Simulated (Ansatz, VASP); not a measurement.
**I: VASP beside Ansatz**

INCAR

```
PREC     = Accurate       # precision mode
ENCUT    = 520            # plane-wave cutoff, eV
EDIFF    = 1E-6           # SCF threshold, eV
ISMEAR   = -1             # smearing method
SIGMA    = 0.05           # smearing width, eV
LREAL    = F              # projectors in reciprocal space
LASPH    = T              # aspherical terms in the spheres
NELM     = 80             # most SCF steps
ALGO     = Normal         # electronic algorithm
ISIF     = 2              # what is computed and relaxed
LWAVE    = F              # write WAVECAR
LCHARG   = F              # write CHGCAR
GGA      = PE             # functional
NBANDS   = 10             # bands
```

KPOINTS

```
Automatic mesh
0
Gamma
  14 14 14
```

POSCAR

```
I
1.0
    0.0000000000      1.9603680868      1.9603680868
    1.9603680868      0.0000000000      1.9603680868
    1.9603680868      1.9603680868      0.0000000000
I
1
Direct
    0.0000000000      0.0000000000      0.0000000000
```

Input for Ansatz:

```yaml
crystal:
  lattice:
    - [0.0, 1.9603680868, 1.9603680868]
    - [1.9603680868, 0.0, 1.9603680868]
    - [1.9603680868, 1.9603680868, 0.0]
  atoms:
    - { symbol: I, position: [0.0, 0.0, 0.0] }
kpoints:
  mp_grid: { grid: [14, 14, 14] }
scf:
  occupations: { method: fermi_dirac, width: 0.05 }
hamiltonian:
  xc: pbe
  pseudopotentials: { kind: nc }
output:
  forces: true
  stress: true
  eigenvalues: true
```

Change from the starting cell: volume scaled by 0.43, norm-conserving files.

Alike in both runs: task single point; functional PBE; k mesh 14 × 14 × 14; occupations fermi-dirac, width 0.05 eV; no spin polarisation.

```csv
,VASP,Ansatz
version,VASP 6.6.1,Ansatz 0.2.0
potentials or method,"VASP PAW PBE potentials, release 64 (I)","norm-conserving pseudopotentials, scalar-relativistic"
plane-wave cutoff (eV),520,952
valence electrons in the cell,7,7
```

VASP gave:

```
pressure (GPa) : 168.8
```

What did Ansatz give for the same quantities?

Pressure (GPa): 168.2.

Both programs put the cell under a high pressure, so it lies far from rest at this level.

Spin-orbit coupling is off throughout. Noted on VASP's run: the cell as given lies far from equilibrium.
